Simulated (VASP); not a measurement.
KF, 2 atoms in the cell. It takes space group Fm-3m (No. 225, cubic). The conventional cell has a = 5.309 Å, b = 5.309 Å, c = 5.309 Å, α = 90.00°, β = 90.00°, γ = 90.00°. Within 3.5 Å of K (site symmetry m-3m) lie 6 F at 2.65 Å. F (site symmetry m-3m) has 6 K at 2.65 Å within 3.5 Å. 

| Quantity | Value |
| --- | --- |
| Program | VASP 6.6.1 |
| Task | single point |
| Functional | PBE |
| Potentials or basis | VASP PAW PBE potentials, release 64 (K_sv, F) |
| Cutoff | 520 eV |
| k mesh | 8 × 8 × 8 |
| Occupations | gaussian, width 0.1 eV |
| Spin | no spin polarisation |
| Hubbard terms | F p U = 4.8 eV |
| Dipole correction | no |
| k mesh for the DOS | 12 × 12 × 12 |
| Occupations for the DOS | tetrahedron |
| Further INCAR settings | ALGO = Normal; EDIFF = 1e-06; NBANDS = 15 |

Potentials or basis: VASP PAW PBE potentials, release 64 (K_sv, F).

Launch:

```console
$ cat potpaw_PBE.64/K_sv/POTCAR potpaw_PBE.64/F/POTCAR > POTCAR
$ cp INCAR.step1 INCAR
$ cp KPOINTS.step1 KPOINTS
$ mpirun -np 1 vasp_std > vasp.out
$ cp INCAR.step2 INCAR
$ cp KPOINTS.step2 KPOINTS
$ mpirun -np 1 vasp_std > vasp.out
```

Hardware: 1 thread of Intel(R) Xeon(R) 6975P-C (Granite Rapids), with other jobs on the host.

Task: Estimate the wall time of this run.

Result: Wall time 17 s on 1 thread of Intel(R) Xeon(R) 6975P-C (Granite Rapids), with other jobs on the host, peak memory 0.17 GiB. Counts: k points 72.
